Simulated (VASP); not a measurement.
Sn:

```
Sn
1.0
     0.00000    3.23334    3.23334
     3.23334    0.00000    3.23334
     3.23334    3.23334    0.00000
Sn
2
Direct
  0.75000 0.75000 0.75000
  0.50000 0.50000 0.50000
```

This isn't the form of Sn at room conditions, which is tetragonal (white tin).

| Property | Result |
| --- | --- |
| Program | VASP 6.6.1 |
| Task | relaxation of cell and atoms |
| Functional | RPBE |
| Dispersion | D3(BJ) |
| Potentials or basis | VASP PAW PBE potentials, release 64 (Sn_d) |
| Cutoff | 600 eV |
| k mesh | 7 × 7 × 7 |
| Occupations | fermi-dirac, width 0.05 eV |
| Spin | no spin polarisation |

At the start: pressure -2.9 GPa; volume 33.80 Å³/atom.

Question: How do energy, volume and symmetry change on relaxing?

Answer: Over 3 steps the energy falls by 19.6 meV/atom and the volume is 31.75 Å³/atom (-6.1 %); space group Fd-3m (No. 227, to 0.1 Å) before and after.

The path:
```tsv
step	energy change (eV)	largest force (eV/Å)	pressure (GPa)	volume (Å³)
1	0.0000	0.0000	-2.90	67.61
2	-0.0311	0.0000	1.53	61.80
3	-0.0393	0.0000	0.02	63.51
```

Final structure:
```cif
data_structure
_symmetry_space_group_name_H-M 'P 1'
_symmetry_Int_Tables_number 1
_cell_length_a 4.4783
_cell_length_b 4.4783
_cell_length_c 4.4783
_cell_angle_alpha 60.000
_cell_angle_beta 60.000
_cell_angle_gamma 60.000
_cell_volume 63.51
loop_
_atom_site_label
_atom_site_type_symbol
_atom_site_fract_x
_atom_site_fract_y
_atom_site_fract_z
_atom_site_occupancy
Sn1 Sn 0.75000 0.75000 0.75000 1
Sn2 Sn 0.50000 0.50000 0.50000 1
```

Caveat: the PAW data sets were made with another functional, which shifts forces and pressure a little.
